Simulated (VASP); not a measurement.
Ta2N:

```
Ta N
1.0
     3.11286    0.00000    0.00000
    -1.55643    2.69582    0.00000
     0.00000    0.00000    4.86984
Ta N
2 1
Direct
  0.33333 0.66667 0.25471
  0.66667 0.33333 0.74529
  0.00000 0.00000 0.00000
```

```yaml
Program: VASP 6.6.1
Task: relaxation of cell and atoms
Functional: revPBE
Dispersion: D3(BJ)
Potentials_or_basis: VASP PAW PBE potentials, release 64 (Ta_pv, N)
Cutoff: 600 eV
k_mesh: 10 × 10 × 6
Occupations: fermi-dirac, width 0.05 eV
Spin: no spin polarisation
```

At the start: pressure -9.6 GPa; volume 13.62 Å³/atom.

Task: How do energy, volume and symmetry change on relaxing?

Result: Over 11 steps the energy falls by 17.1 meV/atom and the volume is 13.13 Å³/atom (-3.6 %); space group P-3m1 (No. 164, to 0.1 Å) before and after.

The path:
```csv
step,energy change (eV),largest force (eV/Å),pressure (GPa),volume (Å³)
1,0.0000,0.1374,-9.65,40.87
2,0.2436,0.8123,31.18,36.20
3,-0.0445,0.3161,-0.13,39.49
4,-0.0445,0.3207,0.13,39.45
5,-0.0501,0.0183,0.11,39.37
6,-0.0502,0.0492,0.12,39.37
7,-0.0511,0.0120,-0.18,39.40
8,-0.0511,0.0014,-0.27,39.41
9,-0.0511,0.0042,-0.25,39.41
10,-0.0510,0.0210,0.55,39.31
11,-0.0512,0.0042,0.05,39.38
```

Final structure:
```
Ta N
1.0
     3.05874    0.00000    0.00000
    -1.52937    2.64895    0.00000
     0.00000    0.00000    4.86003
Ta N
2 1
Direct
  0.33333 0.66667 0.25808
  0.66667 0.33333 0.74192
  0.00000 0.00000 0.00000
```

Caveat: the PAW data sets were made with another functional, which shifts forces and pressure a little.
